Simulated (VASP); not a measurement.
# Ga17N18 (a cell with a defect) in VASP: a series of runs

The runs below take Ga17N18 (a cell with a defect) through single point, with PBE.

All numbers are computed with VASP 6.6.1; they aren't measurements. Logs are shortened: lines on timing, memory, paths and dates and some standing lists are left out, and cuts for length are marked.

### Step 1. The cell of the first run

The cell holds a defect, 35 atoms: a = 7.653 Å, b = 7.653 Å, c = 7.653 Å, α = 78.22°, β = 78.22°, γ = 78.22°.

### Step 2. Single point, PBE (atoms taken out, then relaxed in part)

Contents of INCAR:

```
SYSTEM = Ga17N18
  ALGO = Normal
  EDIFF = 1E-6
  ENCUT = 520
  GGA = PE
  GGA_COMPAT = .FALSE.
  ISIF = 2
  ISMEAR = 0
  LASPH = .TRUE.
  LCHARG = .FALSE.
  LREAL = Auto
  LWAVE = .FALSE.
  NBANDS = 178
  NELECT = 314.0
  NELM = 120
  PREC = Accurate
  SIGMA = 0.02
```

Contents of KPOINTS:

```
Automatic mesh
0
Gamma
  2 2 2
  0.5 0.5 0.5
```

Contents of POSCAR:

```
Ga17N18
1.0
    0.0000000000     -5.5744824149      5.2430304722
    4.8276433843      2.7872412075      5.2430304722
   -4.8276433843      2.7872412075      5.2430304722
Ga N
17 18
Direct
    0.7253166599      0.3919833266      0.3918862392
    0.4474237958      0.4455343209      0.1037274153
    0.7788676542      0.7703940820      0.4474237958
    0.1037274153      0.4455343209      0.4474237958
    0.4474237958      0.7703940820      0.7788676542
    0.7788676542      0.1140904624      0.1037274153
    0.1052304050      0.7718970716      0.1052304050
    0.4438751475      0.1105418141      0.4438751475
    0.1037274153      0.1140904624      0.7788676542
    0.3918862392      0.3919833266      0.7253166599
    0.7264461360      0.7207907537      0.0541240870
    0.0541240870      0.3931128026      0.0541240870
    0.3875311981      0.7196717586      0.3875311981
    0.7253166599      0.0585529058      0.7253166599
    0.0541240870      0.7207907537      0.7264461360
    0.3875311981      0.0541978648      0.0530050920
    0.0530050920      0.0541978648      0.3875311981
    0.5685502112      0.2352168779      0.5685502112
    0.2355813946      0.2356236259      0.9029516508
    0.5689569592      0.5696183175      0.2355813946
    0.9029516508      0.2356236259      0.2355813946
    0.2355813946      0.5696183175      0.5689569592
    0.5689569592      0.9022480613      0.9029516508
    0.9175439495      0.5842106162      0.9175439495
    0.2348045597      0.9014712264      0.2348045597
    0.9029516508      0.9022480613      0.5689569592
    0.8520702234      0.5187368901      0.4948350153
    0.4948350153      0.5187368901      0.8520702234
    0.8443630478      0.8529110620      0.1862443953
    0.1862443953      0.5110297145      0.1862443953
    0.5129398348      0.8471679864      0.5129398348
    0.8520702234      0.1615016820      0.8520702234
    0.1862443953      0.8529110620      0.8443630478
    0.5129398348      0.1796065014      0.1805013198
    0.1805013198      0.1796065014      0.5129398348
```

Potentials or basis: VASP PAW PBE potentials, release 64 (Ga_d, N).

Launch:

```bash
$ cat potpaw_PBE.64/Ga_d/POTCAR potpaw_PBE.64/N/POTCAR > POTCAR
$ mpirun -np 1 vasp_std > vasp.out
```

OUTCAR:

```text
SYSTEM = Ga17N18
   EDIFF = 1E-6
   ENCUT = 520
   GGA = PE
   ISIF = 2
   ISMEAR = 0
   LASPH = .TRUE.
   LREAL = Auto
   NELECT = 314.0
   NELM = 120
   PREC = Accurate

 ion  position               nearest neighbor table
   1  0.725  0.392  0.392-  27 1.87  20 1.99  21 1.99  18 1.99
   2  0.447  0.446  0.104-  28 1.87  30 1.96  20 1.98  34 1.99
   3  0.779  0.770  0.447-  27 1.87  29 1.96  26 1.98  31 1.99
   4  0.104  0.446  0.447-  27 1.87  30 1.96  22 1.98  35 1.99
   5  0.447  0.770  0.779-  28 1.87  33 1.96  23 1.98  31 1.99
   6  0.779  0.114  0.104-  32 1.87  29 1.96  21 1.98  34 1.99
[... 15 lines left out ...]
  22  0.236  0.570  0.569-  13 1.96   4 1.98  15 1.99  10 1.99
  23  0.569  0.902  0.903-  16 1.96   5 1.98  11 1.99  14 1.99
  24  0.918  0.584  0.918-  11 1.88  15 1.88  12 1.88
  25  0.235  0.901  0.235-  16 1.97  17 1.97  13 1.97   7 2.04
  26  0.903  0.902  0.569-  17 1.96   3 1.98  15 1.99  14 1.99
  27  0.852  0.519  0.495-   1 1.87   4 1.87   3 1.87
  28  0.495  0.519  0.852-  10 1.87   5 1.87   2 1.87
  29  0.844  0.853  0.186-   6 1.96   3 1.96   7 1.98  11 2.01
  30  0.186  0.511  0.186-   2 1.96   4 1.96   7 1.98  12 2.01
  31  0.513  0.847  0.513-   8 1.97  13 1.98   3 1.99   5 1.99
  32  0.852  0.162  0.852-  14 1.87   9 1.87   6 1.87
  33  0.186  0.853  0.844-   9 1.96   5 1.96   7 1.98  15 2.01
  34  0.513  0.180  0.181-   8 1.97  16 1.98   6 1.99   2 1.99
  35  0.181  0.180  0.513-   8 1.97  17 1.98   9 1.99   4 1.99

  LATTYP: Found a trigonal (rhomboedric) cell.
 ALAT       =     7.6527264897
 COS(alpha) =     0.2040826443

  Lattice vectors:

 A1 = (   0.0000000000,  -5.5744824149,   5.2430304722)
 A2 = (   4.8276433843,   2.7872412075,   5.2430304722)
 A3 = (  -4.8276433843,   2.7872412075,   5.2430304722)

Analysis of symmetry for initial positions (statically):
=====================================================================
 Subroutine PRICEL returns:
 Original cell was already a primitive cell.

 Routine SETGRP: Setting up the symmetry group for a
 trigonal (rhombohedral) supercell.

 Subroutine GETGRP returns: Found  6 space group operations
 (whereof  2 operations were pure point group operations)
 out of a pool of 12 trial point group operations.

The static configuration has the point symmetry C_1h.
 The point group associated with its full space group is C_3v.

Analysis of symmetry for dynamics (positions and initial velocities):
=====================================================================
 Subroutine PRICEL returns:
 Original cell was already a primitive cell.

 Routine SETGRP: Setting up the symmetry group for a
 trigonal (rhombohedral) supercell.

 Subroutine GETGRP returns: Found  6 space group operations
 (whereof  2 operations were pure point group operations)
 out of a pool of 12 trial point group operations.

The dynamic configuration has the point symmetry C_1h.
 The point group associated with its full space group is C_3v.

 Subroutine INISYM returns: Found  6 space group operations
 (whereof  2 operations are pure point group operations),
 and found     1 'primitive' translations

----------------------------------------------------------------------------------------

                                     Primitive cell

  volume of cell :     423.2952

  direct lattice vectors                    reciprocal lattice vectors
     0.000000000 -5.574482415  5.243030472     0.000000000 -0.119592568  0.063576463
     4.827643384  2.787241208  5.243030472     0.103570202  0.059796284  0.063576463
    -4.827643384  2.787241208  5.243030472    -0.103570202  0.059796284  0.063576463

  length of vectors
     7.652726490  7.652726490  7.652726490     0.135441312  0.135441312  0.135441312

  position of ions in fractional coordinates (direct lattice)
     0.725316660  0.391983327  0.391886239
     0.447423796  0.445534321  0.103727415
     0.778867654  0.770394082  0.447423796
     0.103727415  0.445534321  0.447423796
     0.447423796  0.770394082  0.778867654
     0.778867654  0.114090462  0.103727415
[... 27 lines left out ...]
     0.512939835  0.179606501  0.180501320
     0.180501320  0.179606501  0.512939835

  ion indices of the primitive-cell ions
   primitive index   ion index
                 1           1
                 2           2
                 3           3
                 4           4
                 5           5
                 6           6
[... 27 lines left out ...]
                34          34
                35          35

----------------------------------------------------------------------------------------

 KPOINTS: Automatic mesh

Automatic generation of k-mesh.
 Grid dimensions read from file:
 generate k-points for:    2    2    2

 Generating k-lattice:

  Cartesian coordinates                     Fractional coordinates (reciprocal lattice)
     0.000000000 -0.059796284  0.031788232     0.500000000  0.000000000  0.000000000
     0.051785101  0.029898142  0.031788232     0.000000000  0.500000000  0.000000000
    -0.051785101  0.029898142  0.031788232     0.000000000  0.000000000  0.500000000

  Length of vectors
     0.067720656  0.067720656  0.067720656

  Shift w.r.t. Gamma in fractional coordinates (k-lattice)
     0.500000000  0.500000000  0.500000000

 Subroutine IBZKPT returns following result:
 ===========================================

 Found      2 irreducible k-points:

 Following reciprocal coordinates:
            Coordinates               Weight
  0.250000  0.250000  0.250000      2.000000
 -0.250000  0.250000  0.250000      6.000000
   k-points           NKPTS =      2   k-points in BZ     NKDIM =      2   number of bands    NBANDS=    178
   number of dos      NEDOS =    301   number of ions     NIONS =     35
   total plane-waves  NPLWV = 216000
   dimension x,y,z NGX =    60 NGY =   60 NGZ =   60
   dimension x,y,z NGXF=   120 NGYF=  120 NGZF=  120
   ions per type =              17  18
   NGX,Y,Z   is equivalent  to a cutoff of  13.03, 13.03, 13.03 a.u.
   NGXF,Y,Z  is equivalent  to a cutoff of  26.07, 26.07, 26.07 a.u.
 SYSTEM =  Ga17N18
   PREC   = accura    normal or accurate (medium, high low for compatibility)
   ISTART =      0    job   : 0-new  1-cont  2-samecut
   ICHARG =      2    charge: 1-file 2-atom 10-const
   ISPIN  =      1    spin polarized calculation?
   LNONCOLLINEAR =      F non collinear calculations
   LSORBIT =      F    spin-orbit coupling
   LASPH  =      T    aspherical Exc in radial PAW
   ENCUT  =  520.0 eV  38.22 Ry    6.18 a.u.  14.23 14.23 14.23*2*pi/ulx,y,z
   NELM   =    120;   NELMIN=  2; NELMDL= -5     # of ELM steps
   EDIFF  = 0.1E-05   stopping-criterion for ELM
   LREAL  =      T    real-space projection
   EDIFFG = 0.1E-04   stopping-criterion for IOM
   NSW    =      0    number of steps for IOM
   IBRION =     -1    ionic relax: 0-MD 1-quasi-New 2-CG
   NFREE  =      0    steps in history (QN), initial steepest desc. (CG)
   ISIF   =      2    stress and relaxation
   ISYM   =      2    0-nonsym 1-usesym 2-fastsym
   POTIM  = 0.5000    time-step for ionic-motion
   TEBEG  =    0.0;   TEEND  =   0.0 temperature during run
   PSTRESS=    0.0 pullay stress
   NELECT =     314.0000    total number of electrons
   NUPDOWN=      -1.0000    fix difference up-down
   EMIN   =  10.00;   EMAX   =-10.00  energy-range for DOS
   EFERMI =   0.00;   METHOD = LEGACY
   ISMEAR =     0;   SIGMA  =   0.02  broadening in eV -4-tet -1-fermi 0-gaus
   EFERMI_NEDOS =   21; number of points for ismear=-14 and -15
   IALGO  =     38    algorithm
   IMIX   =      4    mixing-type and parameters
     AMIX     =   0.40;   BMIX     =  1.00
     AMIX_MAG =   1.60;   BMIX_MAG =  1.00
  volume/ion in A,a.u.               =      12.09        81.62
  Fermi-wavevector in a.u.,A,eV,Ry     =   1.481962  2.800501 29.881250  2.196210
  Thomas-Fermi vector in A             =   2.595807
   LORBIT       =      0    0 simple, 1 ext, 2 COOP (PROOUT), +10 PAW based schemes
   GGA     = PE    functional components
   LHFCALC =     F    Hartree Fock is set to
   AEXX    =    0.0000 exact exchange contribution
   IVDW    =     0    specifies the selected vdW correction
   LEPSILON=     F    determine dielectric tensor
   LRPA    =     F    only Hartree local field effects (RPA)
 non-spin polarized calculation
 Gauss-broadening in eV      SIGMA  =   0.02
  energy-cutoff  :      520.00
  volume of cell :      423.30
 maximum number of plane-waves:     11401
 NGX is ok and might be reduce to    60
   NGX = 29   NGY = 29   NGZ = 29

 number of electron     314.0000077 magnetization

 Free energy of the ion-electron system (eV)
  ---------------------------------------------------
  ext. energy  EPLUGINS =         0.00000000
  ---------------------------------------------------
  free energy    TOTEN  =      -193.87038145 eV

  energy without entropy =     -193.87038145  energy(sigma->0) =     -193.87038145

 E-fermi :   5.5244     XC(G=0): -11.3670

 val. band max:        5.3696410356   @ k =   0.2500   0.2500   0.2500
 cond. band min:       7.5763301505   @ k =   0.2500   0.2500   0.2500
 fundamental gap:      2.2066891150
 Fermi energy:         5.5243766141

 k-point     1 :       0.2500    0.2500    0.2500
  band No.  band energies     occupation
      1     -11.0616      2.00000
      2     -10.6204      2.00000
      3     -10.6101      2.00000
      4     -10.6101      2.00000
      5     -10.5325      2.00000
      6     -10.4667      2.00000
[... 161 lines left out ...]
    168       9.9350      0.00000
    169      10.2440      0.00000

 k-point     2 :      -0.2500    0.2500    0.2500
  band No.  band energies     occupation
      1     -10.9845      2.00000
      2     -10.6898      2.00000
      3     -10.6203      2.00000
      4     -10.6172      2.00000
      5     -10.5217      2.00000
      6     -10.4811      2.00000
[... 161 lines left out ...]
    168      10.2379      0.00000
    169      10.3633      0.00000
 [bands above 169 left out]

------------------------ aborting loop because EDIFF is reached ----------------------------------------

  FORCE on cell =-STRESS in cart. coord.  units (eV):
  Direction    XX          YY          ZZ          XY          YZ          ZX
  --------------------------------------------------------------------------------------
  -------------------------------------------------------------------------------------
  Total       31.4284058     31.4284058     31.0044931      0.0000000      0.0000000      0.0000000
  in kB      118.9568805    118.9568805    117.3523658      0.0000000      0.0000000      0.0000000
  external PRESSURE =     118.4220423 kB  Pullay stress =       0.0000000 kB

 VOLUME and BASIS-vectors are now :
 -----------------------------------------------------------------------------
  energy-cutoff  :      520.00
  volume of cell :      423.30
      direct lattice vectors                 reciprocal lattice vectors
     0.000000000 -5.574482415  5.243030472     0.000000000 -0.119592568  0.063576463
     4.827643384  2.787241208  5.243030472     0.103570202  0.059796284  0.063576463
    -4.827643384  2.787241208  5.243030472    -0.103570202  0.059796284  0.063576463

 POSITION                                       TOTAL-FORCE (eV/Angst)
 -----------------------------------------------------------------------------------
      0.00047     -1.85843      7.91271        -0.000138      0.000080      0.032263
      1.65012     -0.96323      5.22565         0.028082     -0.007702     -0.004819
      1.55919     -0.94743     10.46868        -0.020711     -0.020469     -0.004819
     -0.00912      1.91066      5.22565         0.007371      0.028170     -0.004819
     -0.04091      1.82401     10.46868        -0.028082     -0.007702     -0.004819
      0.05003     -3.73467      5.22565         0.020711     -0.020469     -0.004819
[... 27 lines left out ...]
     -0.00432     -1.85567      4.57742        -0.007064      0.004078      0.003349
     -1.60921      0.92409      4.57742         0.000000     -0.008156      0.003349
 -----------------------------------------------------------------------------------
    total drift:                                0.000001     -0.000004     -0.009607

  FREE ENERGIE OF THE ION-ELECTRON SYSTEM (eV)
  ---------------------------------------------------
  free  energy   TOTEN  =      -193.8703814488 eV

  energy  without entropy=     -193.8703814488  energy(sigma->0) =     -193.87038145
```

Wall time 5.3 min (1 thread of Intel Xeon 6975P-C (Granite Rapids), shared host); peak memory 0.52 GiB.

What came out:

```
Free energy   : -193.8704 eV
Largest force : 0.032 eV/Å
```

Forces in eV/Å, atoms in the order of the input:
```
Ga   0.000  0.000  0.032
Ga   0.028 -0.008 -0.005
Ga  -0.021 -0.020 -0.005
Ga   0.007  0.028 -0.005
Ga  -0.028 -0.008 -0.005
Ga   0.021 -0.020 -0.005
Ga   0.000  0.000 -0.001
Ga   0.000  0.000 -0.002
Ga  -0.007  0.028 -0.005
Ga   0.000  0.000  0.032
Ga   0.000 -0.022 -0.018
Ga   0.019  0.011 -0.018
Ga  -0.005 -0.003 -0.001
Ga   0.000  0.000  0.032
Ga  -0.019  0.011 -0.018
Ga   0.005 -0.003 -0.001
Ga   0.000  0.006 -0.001
N    0.000  0.000 -0.008
N   -0.005 -0.006 -0.008
N   -0.002  0.007 -0.008
N   -0.008 -0.002 -0.008
N    0.005 -0.006 -0.008
N    0.002  0.007 -0.008
N    0.000  0.000  0.028
N    0.000  0.000  0.001
N    0.008 -0.002 -0.008
N    0.006 -0.003 -0.001
N    0.000  0.006 -0.001
N    0.000  0.011  0.003
N   -0.009 -0.005  0.003
N    0.007  0.004  0.003
N   -0.006 -0.003 -0.001
N    0.009 -0.005  0.003
N   -0.007  0.004  0.003
N    0.000 -0.008  0.003
```

Caveat: the cell carries a net charge on a neutralising background, which shifts energy and pressure; the cell differs from its parent crystal (atoms taken out, then relaxed in part); the cell is charged against a uniform background, so pressure and absolute levels hang on convention.

### Step 3. Single point, PBE (atoms taken out, then relaxed in part)

Contents of INCAR:

```
SYSTEM = Ga17N18
PREC = Accurate
ENCUT = 520
EDIFF = 1E-6
ISMEAR = 0
SIGMA = 0.02
LREAL = Auto
LASPH = .True.
NELM = 120
ALGO = Normal
ISIF = 2
LWAVE = .False.
LCHARG = .True.
GGA = PE
LELF = .True.
LVHAR = .True.
NELECT = 314.0
NBANDS = 178
GGA_COMPAT = .False.
```

KPOINTS is that of step 2.

Contents of POSCAR:

```
Ga17N18
1.0
    0.0000000000     -5.5744824149      5.2430304722
    4.8276433843      2.7872412075      5.2430304722
   -4.8276433843      2.7872412075      5.2430304722
Ga N
17 18
Direct
    0.7786718882      0.4453385549      0.7721653792
    0.4472704426      0.4464676512      0.1139371092
    0.7786718882      0.7721653792      0.4453385549
    0.1054987125      0.4453385549      0.4453385549
    0.4465460880      0.7773012808      0.7773012808
    0.7798009846      0.1139371092      0.1139371092
    0.1106346141      0.7773012808      0.1132127546
    0.4472704426      0.1139371092      0.4464676512
    0.1106346141      0.1132127546      0.7773012808
    0.3948793799      0.3854842994      0.7163323799
    0.7188176327      0.7163323799      0.0615460465
    0.0496657133      0.3854842994      0.0615460465
    0.3948793799      0.7163323799      0.3854842994
    0.7188176327      0.0615460465      0.7163323799
    0.0523688512      0.7190355179      0.7190355179
    0.3873276282      0.0539942948      0.0539942948
    0.0496657133      0.0615460465      0.3854842994
    0.5575684604      0.2242351271      0.5821549993
    0.2357639997      0.2391536214      0.9024306664
    0.5575684604      0.5821549993      0.2242351271
    0.9154883327      0.2242351271      0.2242351271
    0.2401882835      0.5702516145      0.5702516145
    0.5724869547      0.9024306664      0.9024306664
    0.9035849478      0.5702516145      0.9068549502
    0.2357639997      0.9024306664      0.2391536214
    0.9035849478      0.9068549502      0.5702516145
    0.8599503938      0.5266170605      0.5266170605
    0.5143492761      0.5132408746      0.8464695496
    0.8465742080      0.8464695496      0.1810159428
    0.1798028829      0.5132408746      0.1810159428
    0.5143492761      0.8464695496      0.5132408746
    0.8465742080      0.1810159428      0.8464695496
    0.1806840130      0.8473506796      0.8473506796
    0.5125600817      0.1792267484      0.1792267484
    0.1798028829      0.1810159428      0.5132408746
```

Potentials or basis: VASP PAW PBE potentials, release 64 (Ga_d, N).

Launch:

```bash
$ cat potpaw_PBE.64/Ga_d/POTCAR potpaw_PBE.64/N/POTCAR > POTCAR
$ mpirun -np 1 vasp_std > vasp.out
```

Wall time 5.9 min (1 thread of Intel Xeon Platinum 8375C at 2.90GHz (Ice Lake), shared host); peak memory 0.52 GiB.

The run converged. Its results:

```
Free energy   : -193.8815 eV
Largest force : 0.032 eV/Å
```

Forces on the atoms (eV/Å):
```
Ga   0.023 -0.013 -0.016
Ga  -0.002 -0.001  0.029
Ga  -0.023 -0.013 -0.016
Ga   0.000  0.027 -0.016
Ga   0.000 -0.004  0.007
Ga   0.000  0.002  0.029
Ga  -0.004  0.002  0.007
Ga   0.002 -0.001  0.029
Ga   0.004  0.002  0.007
Ga   0.005 -0.030 -0.006
Ga  -0.029  0.011 -0.006
Ga  -0.024  0.020 -0.006
Ga  -0.005 -0.030 -0.006
Ga   0.029  0.011 -0.006
Ga   0.000  0.000 -0.012
Ga   0.000  0.000 -0.003
Ga   0.024  0.020 -0.006
N   -0.011  0.006 -0.003
N    0.003  0.002 -0.002
N    0.011  0.006 -0.003
N    0.000 -0.012 -0.003
N    0.000  0.004  0.011
N    0.000 -0.003 -0.002
N    0.003 -0.002  0.011
N   -0.003  0.002 -0.002
N   -0.003 -0.002  0.011
N    0.000  0.000  0.017
N   -0.001  0.000 -0.005
N    0.001  0.001 -0.005
N    0.000 -0.001 -0.005
N    0.001  0.000 -0.005
N   -0.001  0.001 -0.005
N    0.000  0.000 -0.003
N    0.000  0.000 -0.007
N    0.000 -0.001 -0.005
```

Levels at points of the mesh, in eV from the Fermi level:
| k point | band 155 | band 156 | band 157 | band 158 | band 159 | band 160 |
| --- | --- | --- | --- | --- | --- | --- |
| (0.25, 0.25, 0.25) | -0.60 | -0.12 | -0.12 | 2.09 | 3.30 | 3.55 |

Caveat: the cell carries a net charge on a neutralising background, which shifts energy and pressure; the cell differs from its parent crystal (atoms taken out, then relaxed in part); the cell is charged against a uniform background, so pressure and absolute levels hang on convention.
